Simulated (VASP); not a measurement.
# Li (P1) in VASP: further runs

The runs below take Li through single point, with PBE.

Everything below comes from runs of VASP 6.6.1. Logs are shortened: lines on timing, memory, paths and dates and some standing lists are left out, and cuts for length are marked.

## (1) The cell of the first run

The typed cell holds 16 atoms: a = 6.980 Å, b = 6.980 Å, c = 6.980 Å, α = 90.00°, β = 90.00°, γ = 90.00°.

## (2) Single point, PBE

Contents of INCAR:

```
SYSTEM = Li
PREC = Accurate ; ENCUT = 520
EDIFF = 1E-7 ; ISMEAR = -1
SIGMA = 0.1 ; LREAL = Auto
LASPH = .TRUE. ; NELM = 100
ALGO = Normal ; ISIF = 2
LWAVE = .FALSE. ; LCHARG = .FALSE.
GGA = PE ; NBANDS = 38
```

Contents of KPOINTS:

```
Automatic mesh
0
G
  2 2 2
  0 0 0
```

Contents of POSCAR:

```
Li
1.0
    6.9800000000      0.0000000000      0.0000000000
    0.0000000000      6.9800000000      0.0000000000
    0.0000000000      0.0000000000      6.9800000000
Li
16
Direct
   -0.0244269341     -0.0201432665     -0.0108739255
    0.5017621777      0.1193839542     -0.0482378223
   -0.0091260745      0.4415759312      0.0518051576
   -0.0487249284     -0.0485100287      0.5507879656
    0.2100143266      0.2158452722      0.2961174785
    0.4401002865      0.4783954155      0.0620916905
    0.5304297994     -0.0100573066      0.4502865330
    0.7733381089      0.2069914040      0.2575071633
    0.0880659026      0.6201719198      0.4531375358
    0.2628223496      0.8413037249      0.2059025788
    0.3176934097      0.2670773639      0.6667335244
    0.4411747851      0.5592120344      0.4349856734
    0.8100286533      0.7293266476      0.2412464183
    0.8232951289      0.2938681948      0.6701862464
    0.2605444126      0.7048567335      0.8226504298
    0.6651719198      0.7210315186      0.7311174785
```

Potentials or basis: VASP PAW PBE potentials, release 64 (Li_sv).

Launch:

```
> cat potpaw_PBE.64/Li_sv/POTCAR > POTCAR
> mpirun -np 1 vasp_std > vasp.out
```

OUTCAR:

```text
SYSTEM = Li
   PREC = Accurate
   ENCUT = 520
   EDIFF = 1E-7
   ISMEAR = -1
   LREAL = Auto
   LASPH = .TRUE.
   NELM = 100
   ISIF = 2
   GGA = PE

 ion  position               nearest neighbor table
   1  0.976  0.980  0.989-
   2  0.502  0.119  0.952-  11 2.58
   3  0.991  0.442  0.052-
   4  0.951  0.951  0.551-   9 2.59
   5  0.210  0.216  0.296-
   6  0.440  0.478  0.062-
   7  0.530  0.990  0.450-
   8  0.773  0.207  0.258-
   9  0.088  0.620  0.453-  12 2.50  13 2.56   4 2.59
  10  0.263  0.841  0.206-
  11  0.318  0.267  0.667-   2 2.58
  12  0.441  0.559  0.435-   9 2.50
  13  0.810  0.729  0.241-   9 2.56
  14  0.823  0.294  0.670-
  15  0.261  0.705  0.823-
  16  0.665  0.721  0.731-

  LATTYP: Found a simple cubic cell.
 ALAT       =     6.9800000000

  Lattice vectors:

 A1 = (   6.9800000000,   0.0000000000,   0.0000000000)
 A2 = (   0.0000000000,   6.9800000000,   0.0000000000)
 A3 = (   0.0000000000,   0.0000000000,   6.9800000000)

Analysis of symmetry for initial positions (statically):
=====================================================================
 Subroutine PRICEL returns:
 Original cell was already a primitive cell.

 Routine SETGRP: Setting up the symmetry group for a
 simple cubic supercell.

 Subroutine GETGRP returns: Found  1 space group operations
 (whereof  1 operations were pure point group operations)
 out of a pool of 48 trial point group operations.

The static configuration has the point symmetry C_1 .

Analysis of symmetry for dynamics (positions and initial velocities):
=====================================================================
 Subroutine PRICEL returns:
 Original cell was already a primitive cell.

 Routine SETGRP: Setting up the symmetry group for a
 simple cubic supercell.

 Subroutine GETGRP returns: Found  1 space group operations
 (whereof  1 operations were pure point group operations)
 out of a pool of 48 trial point group operations.

The dynamic configuration has the point symmetry C_1 .

 Subroutine INISYM returns: Found  1 space group operations
 (whereof  1 operations are pure point group operations),
 and found     1 'primitive' translations

----------------------------------------------------------------------------------------

                                     Primitive cell

  volume of cell :     340.0684

  direct lattice vectors                    reciprocal lattice vectors
     6.980000000  0.000000000  0.000000000     0.143266476  0.000000000  0.000000000
     0.000000000  6.980000000  0.000000000     0.000000000  0.143266476  0.000000000
     0.000000000  0.000000000  6.980000000     0.000000000  0.000000000  0.143266476

  length of vectors
     6.980000000  6.980000000  6.980000000     0.143266476  0.143266476  0.143266476

  position of ions in fractional coordinates (direct lattice)
     0.975573066  0.979856734  0.989126074
     0.501762178  0.119383954  0.951762178
     0.990873925  0.441575931  0.051805158
     0.951275072  0.951489971  0.550787966
     0.210014327  0.215845272  0.296117479
     0.440100286  0.478395416  0.062091690
[... 8 lines left out ...]
     0.260544413  0.704856734  0.822650430
     0.665171920  0.721031519  0.731117479

  ion indices of the primitive-cell ions
   primitive index   ion index
                 1           1
                 2           2
                 3           3
                 4           4
                 5           5
                 6           6
[... 8 lines left out ...]
                15          15
                16          16

----------------------------------------------------------------------------------------

 KPOINTS: Automatic mesh

Automatic generation of k-mesh.
 Grid dimensions read from file:
 generate k-points for:    2    2    2

 Generating k-lattice:

  Cartesian coordinates                     Fractional coordinates (reciprocal lattice)
     0.071633238  0.000000000  0.000000000     0.500000000  0.000000000  0.000000000
     0.000000000  0.071633238  0.000000000     0.000000000  0.500000000  0.000000000
     0.000000000  0.000000000  0.071633238     0.000000000  0.000000000  0.500000000

  Length of vectors
     0.071633238  0.071633238  0.071633238

  Shift w.r.t. Gamma in fractional coordinates (k-lattice)
     0.000000000  0.000000000  0.000000000

 Subroutine IBZKPT returns following result:
 ===========================================

 Found      8 irreducible k-points:

 Following reciprocal coordinates:
            Coordinates               Weight
  0.000000  0.000000  0.000000      1.000000
  0.500000  0.000000  0.000000      1.000000
  0.000000  0.500000  0.000000      1.000000
  0.000000  0.000000  0.500000      1.000000
  0.500000  0.500000  0.000000      1.000000
  0.000000  0.500000  0.500000      1.000000
  0.500000  0.000000  0.500000      1.000000
  0.500000  0.500000  0.500000      1.000000
   k-points           NKPTS =      8   k-points in BZ     NKDIM =      8   number of bands    NBANDS=     38
   number of dos      NEDOS =    301   number of ions     NIONS =     16
   total plane-waves  NPLWV = 157464
   dimension x,y,z NGX =    54 NGY =   54 NGZ =   54
   dimension x,y,z NGXF=   108 NGYF=  108 NGZF=  108
   ions per type =              16
   NGX,Y,Z   is equivalent  to a cutoff of  12.86, 12.86, 12.86 a.u.
   NGXF,Y,Z  is equivalent  to a cutoff of  25.72, 25.72, 25.72 a.u.
 SYSTEM =  Li
   PREC   = accura    normal or accurate (medium, high low for compatibility)
   ISTART =      0    job   : 0-new  1-cont  2-samecut
   ICHARG =      2    charge: 1-file 2-atom 10-const
   ISPIN  =      1    spin polarized calculation?
   LNONCOLLINEAR =      F non collinear calculations
   LSORBIT =      F    spin-orbit coupling
   LASPH  =      T    aspherical Exc in radial PAW
   ENCUT  =  520.0 eV  38.22 Ry    6.18 a.u.  12.98 12.98 12.98*2*pi/ulx,y,z
   NELM   =    100;   NELMIN=  2; NELMDL= -5     # of ELM steps
   EDIFF  = 0.1E-06   stopping-criterion for ELM
   LREAL  =      T    real-space projection
   EDIFFG = 0.1E-05   stopping-criterion for IOM
   NSW    =      0    number of steps for IOM
   IBRION =     -1    ionic relax: 0-MD 1-quasi-New 2-CG
   NFREE  =      0    steps in history (QN), initial steepest desc. (CG)
   ISIF   =      2    stress and relaxation
   ISYM   =      2    0-nonsym 1-usesym 2-fastsym
   POTIM  = 0.5000    time-step for ionic-motion
   TEBEG  =    0.0;   TEEND  =   0.0 temperature during run
   PSTRESS=    0.0 pullay stress
   NELECT =      48.0000    total number of electrons
   NUPDOWN=      -1.0000    fix difference up-down
   EMIN   =  10.00;   EMAX   =-10.00  energy-range for DOS
   EFERMI =   0.00;   METHOD = LEGACY
   ISMEAR =    -1;   SIGMA  =   0.10  broadening in eV -4-tet -1-fermi 0-gaus
   EFERMI_NEDOS =   21; number of points for ismear=-14 and -15
   IALGO  =     38    algorithm
   IMIX   =      4    mixing-type and parameters
     AMIX     =   0.40;   BMIX     =  1.00
     AMIX_MAG =   1.60;   BMIX_MAG =  1.00
  volume/ion in A,a.u.               =      21.25       143.43
  Fermi-wavevector in a.u.,A,eV,Ry     =   0.852380  1.610764  9.885331  0.726551
  Thomas-Fermi vector in A             =   1.968659
   LORBIT       =      0    0 simple, 1 ext, 2 COOP (PROOUT), +10 PAW based schemes
   GGA     = PE    functional components
   LHFCALC =     F    Hartree Fock is set to
   AEXX    =    0.0000 exact exchange contribution
   IVDW    =     0    specifies the selected vdW correction
   LEPSILON=     F    determine dielectric tensor
   LRPA    =     F    only Hartree local field effects (RPA)
 non-spin polarized calculation
  energy-cutoff  :      520.00
  volume of cell :      340.07
 maximum number of plane-waves:      9124
 NGX is ok and might be reduce to    54
   NGX = 25   NGY = 25   NGZ = 25

 number of electron      47.9999995 magnetization

 Free energy of the ion-electron system (eV)
  ---------------------------------------------------
  ext. energy  EPLUGINS =         0.00000000
  ---------------------------------------------------
  free energy    TOTEN  =       -28.58885977 eV

  energy without entropy =      -28.32506930  energy(sigma->0) =      -28.45696453

 E-fermi :   0.3071     XC(G=0):  -6.9057

 val. band max:        0.2304228183   @ k =   0.5000   0.5000   0.0000
 cond. band min:       0.3300398527   @ k =   0.5000   0.5000   0.0000
 fundamental gap:      0.0996170345
 Fermi energy:         0.3071092003

 k-point     1 :       0.0000    0.0000    0.0000
  band No.  band energies     occupation
      1     -46.5208      2.00000
      2     -46.4641      2.00000
      3     -46.4369      2.00000
      4     -46.3910      2.00000
      5     -46.3444      2.00000
      6     -46.2867      2.00000
[... 28 lines left out ...]
     35       3.2414      0.00000
     36       3.5948      0.00000

 k-point     2 :       0.5000    0.0000    0.0000
  band No.  band energies     occupation
      1     -46.5208      2.00000
      2     -46.4641      2.00000
      3     -46.4369      2.00000
      4     -46.3910      2.00000
      5     -46.3444      2.00000
      6     -46.2867      2.00000
[... 28 lines left out ...]
     35       3.6079      0.00000
     36       3.6887      0.00000

 k-point     3 :       0.0000    0.5000    0.0000
  band No.  band energies     occupation
      1     -46.5208      2.00000
      2     -46.4641      2.00000
      3     -46.4369      2.00000
      4     -46.3910      2.00000
      5     -46.3444      2.00000
      6     -46.2867      2.00000
[... 28 lines left out ...]
     35       3.3644      0.00000
     36       3.7833      0.00000

 k-point     4 :       0.0000    0.0000    0.5000
  band No.  band energies     occupation
      1     -46.5208      2.00000
      2     -46.4641      2.00000
      3     -46.4369      2.00000
      4     -46.3910      2.00000
      5     -46.3444      2.00000
      6     -46.2866      2.00000
[... 28 lines left out ...]
     35       3.3275      0.00000
     36       3.5539      0.00000

 k-point     5 :       0.5000    0.5000    0.0000
  band No.  band energies     occupation
      1     -46.5208      2.00000
      2     -46.4641      2.00000
      3     -46.4369      2.00000
      4     -46.3910      2.00000
      5     -46.3444      2.00000
      6     -46.2867      2.00000
[... 28 lines left out ...]
     35       3.8577      0.00000
     36       4.0333      0.00000

 k-point     6 :       0.0000    0.5000    0.5000
  band No.  band energies     occupation
      1     -46.5208      2.00000
      2     -46.4641      2.00000
      3     -46.4369      2.00000
      4     -46.3910      2.00000
      5     -46.3444      2.00000
      6     -46.2866      2.00000
[... 28 lines left out ...]
     35       4.0514      0.00000
     36       4.3167      0.00000

 k-point     7 :       0.5000    0.0000    0.5000
  band No.  band energies     occupation
      1     -46.5208      2.00000
      2     -46.4641      2.00000
      3     -46.4369      2.00000
      4     -46.3910      2.00000
      5     -46.3444      2.00000
      6     -46.2866      2.00000
[... 28 lines left out ...]
     35       3.8240      0.00000
     36       3.9270      0.00000

 k-point     8 :       0.5000    0.5000    0.5000
  band No.  band energies     occupation
      1     -46.5208      2.00000
      2     -46.4641      2.00000
      3     -46.4369      2.00000
      4     -46.3910      2.00000
      5     -46.3444      2.00000
      6     -46.2866      2.00000
[... 28 lines left out ...]
     35       3.3347      0.00000
     36       3.4185      0.00000
 [bands above 36 left out]

------------------------ aborting loop because EDIFF is reached ----------------------------------------

  FORCE on cell =-STRESS in cart. coord.  units (eV):
  Direction    XX          YY          ZZ          XY          YZ          ZX
  --------------------------------------------------------------------------------------
  -------------------------------------------------------------------------------------
  Total       -1.0828749      0.6897488      1.4826011     -1.2172813     -0.5286125      0.9899169
  in kB       -5.1017903      3.2496401      6.9850355     -5.7350241     -2.4904726      4.6638336
  external PRESSURE =       1.7109618 kB  Pullay stress =       0.0000000 kB

 VOLUME and BASIS-vectors are now :
 -----------------------------------------------------------------------------
  energy-cutoff  :      520.00
  volume of cell :      340.07
      direct lattice vectors                 reciprocal lattice vectors
     6.980000000  0.000000000  0.000000000     0.143266476  0.000000000  0.000000000
     0.000000000  6.980000000  0.000000000     0.000000000  0.143266476  0.000000000
     0.000000000  0.000000000  6.980000000     0.000000000  0.000000000  0.143266476

 POSITION                                       TOTAL-FORCE (eV/Angst)
 -----------------------------------------------------------------------------------
      6.80950      6.83940      6.90410        -0.047273      0.195047     -0.301118
      3.50230      0.83330      6.64330         0.247416     -0.573567      0.155413
      6.91630      3.08220      0.36160         0.299882      0.177919     -0.435893
      6.63990      6.64140      3.84450         0.380467      0.175856      0.020563
      1.46590      1.50660      2.06690        -0.164360      0.053874     -0.099083
      3.07190      3.33920      0.43340         0.279385      0.011139      0.060273
[... 8 lines left out ...]
      1.81860      4.91990      5.74210        -0.243102      0.238793     -0.350898
      4.64290      5.03280      5.10320         0.196559     -0.088697      0.302526
 -----------------------------------------------------------------------------------
    total drift:                                0.005252     -0.001350      0.006241

  FREE ENERGIE OF THE ION-ELECTRON SYSTEM (eV)
  ---------------------------------------------------
  free  energy   TOTEN  =       -28.5888597699 eV

  energy  without entropy=      -28.3250692965  energy(sigma->0) =      -28.45696453
```

Wall time 5 min (1 thread of Oxide Virtual Turin-like, shared host); peak memory 0.33 GiB.

Results:

```yaml
Free_energy: -28.5889 eV
Largest_force: 0.672 eV/Å
Band_gap_on_the_k_mesh: zero (bands 24 and 25 overlap by 0.68 eV)
```

Forces in eV/Å, atoms in the order of the input:
```
Li  -0.047  0.195 -0.301
Li   0.247 -0.574  0.155
Li   0.300  0.178 -0.436
Li   0.380  0.176  0.021
Li  -0.164  0.054 -0.099
Li   0.279  0.011  0.060
Li  -0.089 -0.131  0.171
Li  -0.174  0.193  0.171
Li  -0.244 -0.574  0.251
Li   0.110  0.017 -0.088
Li  -0.392  0.057  0.157
Li   0.620 -0.202  0.071
Li  -0.620  0.074 -0.165
Li  -0.160  0.375  0.080
Li  -0.243  0.239 -0.351
Li   0.197 -0.089  0.303
```

Levels at points of the mesh, in eV from the Fermi level:
```
           k point  band 20  band 21  band 22  band 23  band 24  band 25  band 26  band 27
(0.00, 0.00, 0.00)    -0.97    -0.92    -0.85    -0.82     0.36     0.48     0.55     0.74
(0.50, 0.00, 0.00)    -0.57    -0.54    -0.48    -0.39    -0.32    -0.30    -0.23     1.14
(0.00, 0.50, 0.00)    -0.57    -0.51    -0.44    -0.37    -0.32    -0.32    -0.27     1.14
(0.00, 0.00, 0.50)    -0.65    -0.50    -0.47    -0.38    -0.35    -0.22    -0.14     1.09
(0.50, 0.50, 0.00)    -2.04    -0.21    -0.08     0.02     0.13     0.24     0.27     0.36
(0.00, 0.50, 0.50)    -2.05    -0.35    -0.18     0.03     0.09     0.26     0.34     0.50
(0.50, 0.00, 0.50)    -2.00    -0.27    -0.20     0.05     0.06     0.22     0.34     0.55
(0.50, 0.50, 0.50)    -1.56    -1.52    -1.45    -1.44    -1.34     1.87     2.00     2.22
```

Caveat: the k points lie up to 0.45 Å⁻¹ apart, too coarse for converged energies and pressures of a metal; the cutoff is under 1.25 times the usual one of these potentials, so pressure, stress and relaxed cells hold a basis-set (Pulay) error.

## (3) Single point, PBE

Contents of INCAR:

```
SYSTEM = Li
PREC = Accurate ; ENCUT = 520
EDIFF = 1E-6 ; ISMEAR = -1
SIGMA = 0.1 ; LREAL = Auto
LASPH = .True. ; NELM = 100
ALGO = Normal ; ISIF = 2
LWAVE = .False. ; LCHARG = .True.
GGA = PE ; LELF = .True.
LVHAR = .True. ; NBANDS = 38
```

Contents of KPOINTS:

```
regular mesh
0
Gamma
  2 2 2
  0 0 0
```

Contents of POSCAR:

```
Li
1.0
    6.9800000000      0.0000000000      0.0000000000
    0.0000000000      6.9800000000      0.0000000000
    0.0000000000      0.0000000000      6.9800000000
Li
16
Direct
    0.0261604585      0.0132951289     -0.0215902579
    0.6729083095      0.1016045845     -0.1247707736
    0.0588681948      0.5149713467      0.0548853868
   -0.0243123209      0.0358309456      0.5233667622
    0.2678796562      0.2325644699      0.3082664756
    0.5609742120      0.4585959885      0.0326361032
    0.5394555874     -0.0387822350      0.5218051576
    0.7431375358      0.2595272206      0.3592836676
   -0.0048137536      0.6846704871      0.3816905444
    0.2635530086      0.7964899713      0.1966618911
    0.2928939828      0.2004584527      0.7293839542
    0.3895272206      0.5393553009      0.4832234957
    0.7063610315      0.7848997135      0.2396561605
    0.8400716332      0.4082091691      0.6759742120
    0.1611461318      0.7016618911      0.7376647564
    0.6623065903      0.7361031519      0.8110315186
```

Potentials or basis: VASP PAW PBE potentials, release 64 (Li_sv).

Launch:

```
> cat potpaw_PBE.64/Li_sv/POTCAR > POTCAR
> mpirun -np 1 vasp_std > vasp.out
```

It took 5.8 min on 1 thread of Oxide Virtual Turin-like, shared host; peak memory 0.33 GiB.

The run converged. Its results:

| Property | Result |
| --- | --- |
| Free energy | -28.0654 eV |
| Largest force | 0.987 eV/Å |
| Band gap on the k mesh | zero (bands 24 and 25 overlap by 0.68 eV) |

Forces in eV/Å, atoms in the order of the input:
```
Li  -0.163  0.025  0.222
Li  -0.165  0.223  0.246
Li  -0.365 -0.613 -0.175
Li   0.165 -0.267  0.251
Li  -0.121 -0.174 -0.288
Li  -0.371 -0.145  0.208
Li  -0.324 -0.028 -0.031
Li  -0.190  0.232 -0.647
Li  -0.143 -0.491  0.588
Li   0.841  0.462 -0.229
Li  -0.012  0.262  0.175
Li   0.495  0.015  0.061
Li  -0.227  0.161 -0.437
Li   0.199  0.107  0.182
Li   0.165  0.301  0.106
Li   0.217 -0.069 -0.232
```

Levels at points of the mesh, in eV from the Fermi level:
```
           k point  band 20  band 21  band 22  band 23  band 24  band 25  band 26  band 27
(0.00, 0.00, 0.00)    -1.02    -0.92    -0.85    -0.81     0.39     0.48     0.58     0.86
(0.50, 0.00, 0.00)    -0.56    -0.49    -0.47    -0.38    -0.32    -0.29    -0.11     1.04
(0.00, 0.50, 0.00)    -0.61    -0.50    -0.47    -0.43    -0.28    -0.26    -0.16     1.05
(0.00, 0.00, 0.50)    -0.63    -0.62    -0.48    -0.37    -0.30    -0.30    -0.06     1.28
(0.50, 0.50, 0.00)    -2.07    -0.28    -0.09     0.02     0.16     0.22     0.26     0.34
(0.00, 0.50, 0.50)    -2.01    -0.31    -0.22    -0.13     0.04     0.32     0.59     0.65
(0.50, 0.00, 0.50)    -2.02    -0.26    -0.15     0.06     0.08     0.18     0.31     0.42
(0.50, 0.50, 0.50)    -1.60    -1.57    -1.47    -1.45    -1.34     1.91     2.02     2.08
```

Caveat: the k points lie up to 0.45 Å⁻¹ apart, too coarse for converged energies and pressures of a metal; the cutoff is under 1.25 times the usual one of these potentials, so pressure, stress and relaxed cells hold a basis-set (Pulay) error.

[end of part 1 of 2]
